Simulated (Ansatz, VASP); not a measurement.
# One calculation of WS2, two programs

```
W S
1.0
     3.18778    0.00000    0.00000
    -1.59389    2.76069    0.00000
     0.00000    0.00000   15.76358
W S
2 4
Direct
  0.33333 0.66667 0.25000
  0.66667 0.33333 0.75000
  0.33333 0.66667 0.65035
  0.66667 0.33333 0.15035
  0.33333 0.66667 0.84965
  0.66667 0.33333 0.34965
```

Change from the starting cell: strain along c alone, the other axes held, atoms relaxed: +6.0 %.

Alike in both runs: functional PBE; k mesh 12 × 12 × 2; occupations gaussian, width 0.02 eV; no spin polarisation.

Ansatz relaxed the structure, and its values are those at the end. VASP's run is a single point on that final structure, the one shown.

|  | VASP | Ansatz |
| --- | --- | --- |
| version | VASP 6.6.1 | Ansatz 0.2.0 |
| potentials or method | VASP PAW PBE potentials, release 64 (W_sv, S), cutoff 520 eV | scalar-relativistic, plane waves, PAW |
| valence electrons in the cell | 52 | 52 |

|  | VASP | Ansatz | Ansatz less VASP |
| --- | --- | --- | --- |
| gap on the k mesh at the Fermi level (eV) | 1.72 | 1.70 | -0.013 |
| least direct gap on the mesh (eV) | 1.80 | 1.80 | -0.003 |
| pressure (GPa) | 0.0 | 0.0 | +0.03 |
| rms of the force components (eV/Å) | 0.004 | 0.002 | -0.0012 |

The functional is the same, so the differences come from potentials, cutoffs and numerics. Ansatz's warnings: stress scf threshold loose.

Neither program's run includes spin-orbit coupling.
